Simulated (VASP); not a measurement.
# BN (P6_3/mmc) in VASP: further runs

BN is run at these levels: PBEsol; tasks: single point.

Everything below comes from runs of VASP 6.6.1. Logs are shortened: lines on timing, memory, paths and dates and some standing lists are left out, and cuts for length are marked.

**1. The cell of the first run**

Symmetry: P6_3/mmc, No. 194, hexagonal system. The conventional cell has a = 2.426 Å, b = 2.426 Å, c = 7.480 Å, α = 90.00°, β = 90.00°, γ = 120.00°. B (site symmetry -6m2) has 3 N at 1.40 Å within 1.9 Å. N (site symmetry -6m2) has 3 B at 1.40 Å within 1.9 Å.

**2. Single point, PBEsol**

The input, INCAR:

```
PREC     = Accurate       # precision mode
ENCUT    = 520            # plane-wave cutoff, eV
EDIFF    = 1E-6           # SCF threshold, eV
ISMEAR   = 0              # smearing method
SIGMA    = 0.05           # smearing width, eV
LREAL    = F              # projectors in reciprocal space
LASPH    = T              # aspherical terms in the spheres
NELM     = 80             # most SCF steps
ALGO     = Normal         # electronic algorithm
ISIF     = 2              # what is computed and relaxed
LWAVE    = F              # write WAVECAR
LCHARG   = F              # write CHGCAR
GGA      = PS             # functional
NBANDS   = 16             # bands
```

The input, KPOINTS:

```
regular mesh
0
Gamma
  12 12 4
```

The input, POSCAR:

```
BN
1.0
    2.4260361196      0.0000000000      0.0000000000
   -1.2130180598      2.1010089101      0.0000000000
    0.0000000000      0.0000000000      7.4795640505
B N
2 2
Direct
    0.3333333333      0.6666666667      0.2500000000
    0.6666666667      0.3333333333      0.7500000000
    0.3333333333      0.6666666667      0.7500000000
    0.6666666667      0.3333333333      0.2500000000
```

Potentials or basis: VASP PAW PBE potentials, release 64 (B, N).

On the command line:

```console
cat potpaw_PBE.64/B/POTCAR potpaw_PBE.64/N/POTCAR > POTCAR
mpirun -np 1 vasp_std > vasp.out
```

OUTCAR:

```text
PREC = Accurate
   ENCUT = 520
   EDIFF = 1E-6
   ISMEAR = 0
   LREAL = F
   LASPH = T
   NELM = 80
   ISIF = 2
   GGA = PS

 ion  position               nearest neighbor table
   1  0.333  0.667  0.250-   4 1.40   4 1.40   4 1.40
   2  0.667  0.333  0.750-   3 1.40   3 1.40   3 1.40
   3  0.333  0.667  0.750-   2 1.40   2 1.40   2 1.40
   4  0.667  0.333  0.250-   1 1.40   1 1.40   1 1.40

  LATTYP: Found a hexagonal cell.
 ALAT       =     2.4260361196
 C/A-ratio  =     3.0830390323

  Lattice vectors:

 A1 = (   2.4260361196,   0.0000000000,   0.0000000000)
 A2 = (  -1.2130180598,   2.1010089101,   0.0000000000)
 A3 = (   0.0000000000,   0.0000000000,   7.4795640505)

Analysis of symmetry for initial positions (statically):
=====================================================================
 Subroutine PRICEL returns:
 Original cell was already a primitive cell.

 Routine SETGRP: Setting up the symmetry group for a
 hexagonal supercell.

 Subroutine GETGRP returns: Found 24 space group operations
 (whereof 12 operations were pure point group operations)
 out of a pool of 24 trial point group operations.

The static configuration has the point symmetry D_3d.
 The point group associated with its full space group is D_6h.

Analysis of symmetry for dynamics (positions and initial velocities):
=====================================================================
 Subroutine PRICEL returns:
 Original cell was already a primitive cell.

 Routine SETGRP: Setting up the symmetry group for a
 hexagonal supercell.

 Subroutine GETGRP returns: Found 24 space group operations
 (whereof 12 operations were pure point group operations)
 out of a pool of 24 trial point group operations.

The dynamic configuration has the point symmetry D_3d.
 The point group associated with its full space group is D_6h.

 Subroutine INISYM returns: Found 24 space group operations
 (whereof 12 operations are pure point group operations),
 and found     1 'primitive' translations

----------------------------------------------------------------------------------------

                                     Primitive cell

  volume of cell :      38.1243

  direct lattice vectors                    reciprocal lattice vectors
     2.426036120  0.000000000  0.000000000     0.412195017  0.237980904  0.000000000
[... 84 lines left out ...]
   ISPIN  =      1    spin polarized calculation?
   LNONCOLLINEAR =      F non collinear calculations
   LSORBIT =      F    spin-orbit coupling
   LASPH  =      T    aspherical Exc in radial PAW
   ENCUT  =  520.0 eV  38.22 Ry    6.18 a.u.   4.51  4.51 13.91*2*pi/ulx,y,z
   NELM   =     80;   NELMIN=  2; NELMDL= -5     # of ELM steps
   EDIFF  = 0.1E-05   stopping-criterion for ELM
   LREAL  =      F    real-space projection
   EDIFFG = 0.1E-04   stopping-criterion for IOM
   NSW    =      0    number of steps for IOM
   IBRION =     -1    ionic relax: 0-MD 1-quasi-New 2-CG
   NFREE  =      0    steps in history (QN), initial steepest desc. (CG)
   ISIF   =      2    stress and relaxation
   ISYM   =      2    0-nonsym 1-usesym 2-fastsym
   POTIM  = 0.5000    time-step for ionic-motion
   TEBEG  =    0.0;   TEEND  =   0.0 temperature during run
   PSTRESS=    0.0 pullay stress
   NELECT =      16.0000    total number of electrons
   NUPDOWN=      -1.0000    fix difference up-down
   EMIN   =  10.00;   EMAX   =-10.00  energy-range for DOS
   EFERMI =   0.00;   METHOD = LEGACY
   ISMEAR =     0;   SIGMA  =   0.05  broadening in eV -4-tet -1-fermi 0-gaus
   EFERMI_NEDOS =   21; number of points for ismear=-14 and -15
   IALGO  =     38    algorithm
   IMIX   =      4    mixing-type and parameters
     AMIX     =   0.40;   BMIX     =  1.00
     AMIX_MAG =   1.60;   BMIX_MAG =  1.00
  volume/ion in A,a.u.               =       9.53        64.32
  Fermi-wavevector in a.u.,A,eV,Ry     =   1.225691  2.316220 20.440284  1.502319
  Thomas-Fermi vector in A             =   2.360720
   LORBIT       =      0    0 simple, 1 ext, 2 COOP (PROOUT), +10 PAW based schemes
   GGA     = PS    functional components
   LHFCALC =     F    Hartree Fock is set to
   AEXX    =    0.0000 exact exchange contribution
   IVDW    =     0    specifies the selected vdW correction
   LEPSILON=     F    determine dielectric tensor
   LRPA    =     F    only Hartree local field effects (RPA)
 non-spin polarized calculation
 Gauss-broadening in eV      SIGMA  =   0.05
  energy-cutoff  :      520.00
  volume of cell :       38.12
 maximum number of plane-waves:      1044
   NGX =  9   NGY =  9   NGZ = 27

 number of electron      16.0000004 magnetization

 Free energy of the ion-electron system (eV)
  ---------------------------------------------------
  ext. energy  EPLUGINS =         0.00000000
  ---------------------------------------------------
  free energy    TOTEN  =       -36.30082325 eV

  energy without entropy =      -36.30082325  energy(sigma->0) =      -36.30082325

 E-fermi :   1.9880     XC(G=0):  -9.6618

 val. band max:        1.6847118268   @ k =   0.3333   0.3333   0.5000
 cond. band min:       6.1434839671   @ k =   0.0000   0.0000   0.0000
 fundamental gap:      4.4587721403
 Fermi energy:         1.9880481977

 k-point     1 :       0.0000    0.0000    0.0000
  band No.  band energies     occupation
      1     -16.5705      2.00000
      2     -16.4602      2.00000
      3      -4.6571      2.00000
      4      -3.5392      2.00000
      5       0.4948      2.00000
      6       0.4948      2.00000
[... 433 lines left out ...]
      3      -5.3899      2.00000
      4      -5.3758      2.00000
      5      -1.9817      2.00000
      6      -1.9707      2.00000
[... 8 lines left out ...]
     15      18.6781      0.00000
     16      20.5181      0.00000

 [... further k-points ...]
[... 5 lines left out ...]
  --------------------------------------------------------------------------------------
  -------------------------------------------------------------------------------------
  Total        8.4480327      8.4480327     -0.1000906      0.0000000     -0.0000000      0.0000000
  in kB      355.0297315    355.0297315     -4.2063227      0.0000000     -0.0000000      0.0000000
  external PRESSURE =     235.2843801 kB  Pullay stress =       0.0000000 kB

 VOLUME and BASIS-vectors are now :
 -----------------------------------------------------------------------------
  energy-cutoff  :      520.00
  volume of cell :       38.12
      direct lattice vectors                 reciprocal lattice vectors
     2.426036120  0.000000000  0.000000000     0.412195017  0.237980904  0.000000000
    -1.213018060  2.101008910  0.000000000     0.000000000  0.475961808  0.000000000
     0.000000000  0.000000000  7.479564050     0.000000000  0.000000000  0.133697632

 POSITION                                       TOTAL-FORCE (eV/Angst)
 -----------------------------------------------------------------------------------
     -0.00000      1.40067      1.86989        -0.000000      0.000000      0.000000
      1.21302      0.70034      5.60967         0.000000     -0.000000      0.000000
     -0.00000      1.40067      5.60967         0.000000     -0.000000      0.000000
      1.21302      0.70034      1.86989        -0.000000      0.000000      0.000000
 -----------------------------------------------------------------------------------
    total drift:                               -0.000000      0.000000     -0.000000

  FREE ENERGIE OF THE ION-ELECTRON SYSTEM (eV)
  ---------------------------------------------------
  free  energy   TOTEN  =       -36.3008232538 eV

  energy  without entropy=      -36.3008232538  energy(sigma->0) =      -36.30082325
```

stdout:

```text
POSCAR found type information on POSCAR B N
 POSCAR found :  2 types and       4 ions
 scaLAPACK will be used
 -----------------------------------------------------------------------------
|                                                                             |
|                                                                             |
|     You enforced a specific xc type in the INCAR file but a different       |
|     I HOPE YOU KNOW WHAT YOU ARE DOING!                                     |
|                                                                             |
 -----------------------------------------------------------------------------

 LDA part: xc-table for (Slater+PW92), standard interpolation
 POSCAR, INCAR and KPOINTS ok, starting setup
 FFT: planning ... GRIDC
 FFT: planning ... GRID_SOFT
 FFT: planning ... GRID
 WAVECAR not read
 entering main loop
```

Run time: 18 s. Hardware: 1 thread of Intel Xeon Platinum 8488C (Sapphire Rapids), shared host; peak memory 0.15 GiB.

What came out:

- Free energy: -36.3008 eV
- Pressure: 23.5 GPa
- Band gap on the k mesh: 4.46 eV, indirect (least direct gap 4.85 eV)

Caveat: the PAW data sets were made with another functional, which shifts forces and pressure a little; this functional lacks dispersion, which binds the layers, so the pressure and a relaxed spacing across them are unreliable. A k mesh can miss the band edges.

**3. Single point, PBEsol**

This run uses another cell than the first one, of the same volume but with other edges.

The input, INCAR:

```
  PREC = Accurate
  ENCUT = 520
  EDIFF = 1E-7
  ISMEAR = 0
  SIGMA = 0.05
  LREAL = F
  LASPH = T
  NELM = 60
  ALGO = Normal
  ISIF = 2
  LWAVE = F
  LCHARG = F
  GGA = PS
  NBANDS = 16
```

The input, KPOINTS:

```
Automatic mesh
0
Gamma
  12 12 4
```

The input, POSCAR:

```
BN
1.0
    2.4639490578      0.0000000000      0.0000000000
   -1.2319745289      2.1338424776      0.0000000000
    0.0000000000      0.0000000000      7.2511578859
B N
2 2
Direct
    0.3333333333      0.6666666667      0.2500000000
    0.6666666667      0.3333333333      0.7500000000
    0.3333333333      0.6666666667      0.7500000000
    0.6666666667      0.3333333333      0.2500000000
```

Potentials or basis: VASP PAW PBE potentials, release 64 (B, N).

On the command line:

```console
cat potpaw_PBE.64/B/POTCAR potpaw_PBE.64/N/POTCAR > POTCAR
mpirun -np 1 vasp_std > vasp.out
```

It took 21 s on 1 thread of Intel Xeon Platinum 8488C (Sapphire Rapids), shared host; peak memory 0.16 GiB.

It converged, with:

| Quantity | Value |
| --- | --- |
| Free energy | -36.4993 eV |
| Pressure | 11.7 GPa |
| Band gap on the k mesh | 4.40 eV, indirect (least direct gap 4.72 eV) |

Stress tensor (GPa, compression positive):
```
17.78  0.00  0.00
 0.00 17.78  0.00
 0.00  0.00 -0.34
```

Levels at points of the mesh, in eV from the valence-band top:
```
           k point  band 5  band 6  band 7  band 8  band 9  band 10  band 11  band 12
(0.00, 0.00, 0.00)   -1.25   -1.25   -1.24   -1.24    4.61     9.19    11.94    11.94
(0.50, 0.00, 0.00)   -4.20   -4.18   -1.28   -0.67    4.40     5.36     9.84    10.45
(0.00, 0.00, 0.50)   -1.24   -1.24   -1.24   -1.24    6.55     6.55    11.96    11.96
(0.50, 0.00, 0.50)   -4.19   -4.19   -0.97   -0.97    4.77     4.77    10.28    10.28
```

Caveat: the PAW data sets were made with another functional, which shifts forces and pressure a little; this functional lacks dispersion, which binds the layers, so the pressure and a relaxed spacing across them are unreliable.

**4. Single point, PBEsol**

This run uses another cell than the first one, of the same volume but with other edges.

The input, INCAR:

```
PREC = Accurate
ENCUT = 520
EDIFF = 1E-6
ISMEAR = 0
SIGMA = 0.05
LREAL = False
LASPH = True
NELM = 80
ALGO = Normal
ISIF = 2
LWAVE = False
LCHARG = False
GGA = PS
NBANDS = 16
```

The input, KPOINTS:

```
regular mesh
0
Gamma
  12 12 4
```

The input, POSCAR:

```
BN
1.0
    2.6977280145      0.0000000000      0.0000000000
   -1.3488640073      2.3363009931      0.0000000000
    0.0000000000      0.0000000000      6.0488732853
B N
2 2
Direct
    0.3333333333      0.6666666667      0.2500000000
    0.6666666667      0.3333333333      0.7500000000
    0.3333333333      0.6666666667      0.7500000000
    0.6666666667      0.3333333333      0.2500000000
```

Potentials or basis: VASP PAW PBE potentials, release 64 (B, N).

On the command line:

```console
cat potpaw_PBE.64/B/POTCAR potpaw_PBE.64/N/POTCAR > POTCAR
mpirun -np 1 vasp_std > vasp.out
```

OUTCAR:

```text
PREC = Accurate
   ENCUT = 520
   EDIFF = 1E-6
   ISMEAR = 0
   LREAL = False
   LASPH = True
   NELM = 80
   ISIF = 2
   GGA = PS

 ion  position               nearest neighbor table
   1  0.333  0.667  0.250-   4 1.56   4 1.56   4 1.56
   2  0.667  0.333  0.750-   3 1.56   3 1.56   3 1.56
   3  0.333  0.667  0.750-   2 1.56   2 1.56   2 1.56
   4  0.667  0.333  0.250-   1 1.56   1 1.56   1 1.56

  LATTYP: Found a hexagonal cell.
 ALAT       =     2.6977280145
 C/A-ratio  =     2.2422102053

  Lattice vectors:

 A1 = (   2.6977280145,   0.0000000000,   0.0000000000)
 A2 = (  -1.3488640073,   2.3363009931,   0.0000000000)
 A3 = (   0.0000000000,   0.0000000000,   6.0488732853)

Analysis of symmetry for initial positions (statically):
=====================================================================
 Subroutine PRICEL returns:
 Original cell was already a primitive cell.

 Routine SETGRP: Setting up the symmetry group for a
 hexagonal supercell.

[... 167 lines left out ...]
  ext. energy  EPLUGINS =         0.00000000
  ---------------------------------------------------
  free energy    TOTEN  =       -35.36184157 eV

  energy without entropy =      -35.36184157  energy(sigma->0) =      -35.36184157

 E-fermi :   2.4082     XC(G=0): -10.4182

 val. band max:        2.1249560399   @ k =   0.2500   0.2500   0.0000
 cond. band min:       5.7832194491   @ k =   0.5000   0.0000   0.2500
 fundamental gap:      3.6582634093
 Fermi energy:         2.4081956526

 k-point     1 :       0.0000    0.0000    0.0000
  band No.  band energies     occupation
      1     -14.6307      2.00000
      2     -14.0049      2.00000
      3      -3.7386      2.00000
      4      -0.2567      2.00000
      5       0.4902      2.00000
      6       0.4902      2.00000
[... 433 lines left out ...]
      3      -4.4516      2.00000
      4      -4.2836      2.00000
      5      -1.3361      2.00000
      6      -1.1984      2.00000
[... 8 lines left out ...]
     15      17.2235      0.00000
     16      17.3110      0.00000

 [... further k-points ...]
[... 5 lines left out ...]
  --------------------------------------------------------------------------------------
  -------------------------------------------------------------------------------------
  Total      -14.8065181    -14.8065181      0.6250716      0.0000000     -0.0000000      0.0000000
  in kB     -622.2459547   -622.2459547     26.2687200      0.0000000     -0.0000000      0.0000000
  external PRESSURE =    -406.0743965 kB  Pullay stress =       0.0000000 kB

 VOLUME and BASIS-vectors are now :
 -----------------------------------------------------------------------------
  energy-cutoff  :      520.00
  volume of cell :       38.12
      direct lattice vectors                 reciprocal lattice vectors
     2.697728014  0.000000000  0.000000000     0.370682291  0.214013520  0.000000000
    -1.348864007  2.336300993  0.000000000     0.000000000  0.428027041  0.000000000
     0.000000000  0.000000000  6.048873285     0.000000000  0.000000000  0.165320044

 POSITION                                       TOTAL-FORCE (eV/Angst)
 -----------------------------------------------------------------------------------
     -0.00000      1.55753      1.51222         0.000000     -0.000000      0.000000
      1.34886      0.77877      4.53665        -0.000000      0.000000      0.000000
     -0.00000      1.55753      4.53665         0.000000     -0.000000     -0.000000
      1.34886      0.77877      1.51222        -0.000000     -0.000000     -0.000000
 -----------------------------------------------------------------------------------
    total drift:                               -0.000000      0.000000      0.000000

  FREE ENERGIE OF THE ION-ELECTRON SYSTEM (eV)
  ---------------------------------------------------
  free  energy   TOTEN  =       -35.3618415740 eV

  energy  without entropy=      -35.3618415740  energy(sigma->0) =      -35.36184157
```

Run time: 16 s. Hardware: 1 thread of Intel Xeon Platinum 8488C (Sapphire Rapids), shared host; peak memory 0.16 GiB.

Results:

```
Free energy            : -35.3618 eV
Pressure               : -40.6 GPa
Band gap on the k mesh : 3.66 eV, indirect (least direct gap 3.82 eV)
```

Caveat: the PAW data sets were made with another functional, which shifts forces and pressure a little; this functional lacks dispersion, which binds the layers, so the pressure and a relaxed spacing across them are unreliable. A k mesh can miss the band edges.

**5. Single point, PBEsol**

This run uses another cell than the first one, of the same volume but with other edges.

The input, INCAR:

```
SYSTEM = BN
  PREC = Accurate
  ENCUT = 520
  EDIFF = 1E-6
  ISMEAR = 0
  SIGMA = 0.05
  LREAL = .FALSE.
  LASPH = .TRUE.
  NELM = 60
  ALGO = Normal
  ISIF = 2
  LWAVE = .FALSE.
  LCHARG = .FALSE.
  GGA = PS
  NBANDS = 16
```

The input, KPOINTS:

```
Automatic mesh
0
G
  12 12 4
  0 0 0
```

The input, POSCAR:

```
BN
1.0
    2.2946354925      0.0000000000      0.0000000000
   -1.1473177463      1.9872126289      0.0000000000
    0.0000000000      0.0000000000      8.3607145677
B N
2 2
Direct
    0.3333333333      0.6666666667      0.2500000000
    0.6666666667      0.3333333333      0.7500000000
    0.3333333333      0.6666666667      0.7500000000
    0.6666666667      0.3333333333      0.2500000000
```

On the command line:

```console
cat potpaw_PBE.64/B/POTCAR potpaw_PBE.64/N/POTCAR > POTCAR
mpirun -np 1 vasp_std > vasp.out
```

It took 23 s on 1 thread of Intel Xeon Platinum 8488C (Sapphire Rapids), shared host; peak memory 0.15 GiB.

It converged, with:

```
Free energy            : -34.4023 eV
Pressure               : 73.0 GPa
Band gap on the k mesh : 3.98 eV, indirect (least direct gap 4.89 eV)
```

Stress tensor (GPa, compression positive):
```
109.74   0.00   0.00
  0.00 109.74   0.00
  0.00   0.00  -0.43
```

Levels at points of the mesh, in eV from the valence-band top:
| k point | band 6 | band 7 | band 8 | band 9 | band 10 | band 11 |
| --- | --- | --- | --- | --- | --- | --- |
| (0.00, 0.00, 0.00) | -0.92 | -0.91 | -0.91 | 3.98 | 7.39 | 10.86 |
| (0.50, 0.00, 0.00) | -4.52 | -1.31 | -1.12 | 4.96 | 5.41 | 11.70 |
| (0.00, 0.00, 0.50) | -0.92 | -0.92 | -0.92 | 5.27 | 5.27 | 13.43 |
| (0.50, 0.00, 0.50) | -4.52 | -1.22 | -1.22 | 5.16 | 5.16 | 12.33 |

Caveat: the PAW data sets were made with another functional, which shifts forces and pressure a little; this functional lacks dispersion, which binds the layers, so the pressure and a relaxed spacing across them are unreliable. A k mesh can miss the band edges.

**6. The runs side by side**

```tsv
cell	gap on the mesh (eV)	pressure (GPa)
a = 2.426, b = 2.426, c = 7.480 Å, angles 90.0, 90.0, 120.0°, 4 atoms	4.46	23.5
a = 2.464, b = 2.464, c = 7.251 Å, angles 90.0, 90.0, 120.0°, 4 atoms	4.40	11.7
a = 2.698, b = 2.698, c = 6.049 Å, angles 90.0, 90.0, 120.0°, 4 atoms	3.66	-40.6
a = 2.295, b = 2.295, c = 8.361 Å, angles 90.0, 90.0, 120.0°, 4 atoms	3.98	73.0
```

Alike in all rows: task single point; level PBEsol; potentials or basis VASP PAW PBE potentials, release 64 (B, N); no spin polarisation; k mesh 12 × 12 × 4; cutoff (eV) 520; smearing gaussian 0.05 eV.

Caveats: the PAW data sets were made with another functional, which shifts forces and pressure a little; this functional lacks dispersion, which binds the layers, so the pressure and a relaxed spacing across them are unreliable.

Absolute energies hang on the potentials; compare differences alone.
